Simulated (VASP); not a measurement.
Set up this calculation in VASP 6.6.1, as the native input.

* Task: single point
* Functional: PBE
* Potentials or basis: VASP PAW PBE potentials, release 64 (K_sv, Ru_pv)
* Cutoff: 520 eV
* k mesh: 4 × 4 × 4
* Occupations: gaussian, width 0.1 eV
* Spin: no spin polarisation
* Dipole correction: no
* Further INCAR settings: ALGO = Normal; EDIFF = 1e-06; NBANDS = 33

The structure of K4Ru lies in POSCAR:

```
K4Ru
1.0
    5.5881139100      0.0000000000      0.0000000000
    0.0000000000      5.5881139100      0.0000000000
    0.0000000000      0.0000000000      5.5881139100
K Ru
4 1
Direct
    0.0000000000      0.5000000000      0.5000000000
    0.5000000000      0.0000000000      0.5000000000
    0.5000000000      0.5000000000      0.0000000000
    0.0000000000      0.0000000000      0.0000000000
    0.5000000000      0.5000000000      0.5000000000
```

The input as run:

INCAR

```
ALGO     = Normal         # electronic algorithm
EDIFF    = 1E-6           # SCF threshold, eV
ENCUT    = 520            # plane-wave cutoff, eV
GGA      = PE             # functional
ISIF     = 2              # what is computed and relaxed
ISMEAR   = 0              # smearing method
LASPH    = True           # aspherical terms in the spheres
LCHARG   = False          # write CHGCAR
LREAL    = False          # projectors in reciprocal space
LWAVE    = False          # write WAVECAR
NBANDS   = 33             # bands
NELM     = 60             # most SCF steps
PREC     = Accurate       # precision mode
SIGMA    = 0.1            # smearing width, eV
```

KPOINTS

```
k-points
0
Gamma
  4 4 4
```

Potentials or basis: VASP PAW PBE potentials, release 64 (K_sv, Ru_pv).

The run is started by

```bash
$ cat potpaw_PBE.64/K_sv/POTCAR potpaw_PBE.64/Ru_pv/POTCAR > POTCAR
$ mpirun -np 1 vasp_std > vasp.out
```

Results of the run:

```json
{
  "Pressure": "5.0 GPa",
  "Band gap on the k mesh": "zero (band 25 reaches 2.45 eV, above the bottom of band 26 at 1.99 eV)"
}
```

Run time: 99 s on 1 thread of AMD EPYC 7R43 64-Core Processor (Zen 3), on a shared host, peak memory 0.25 GiB.
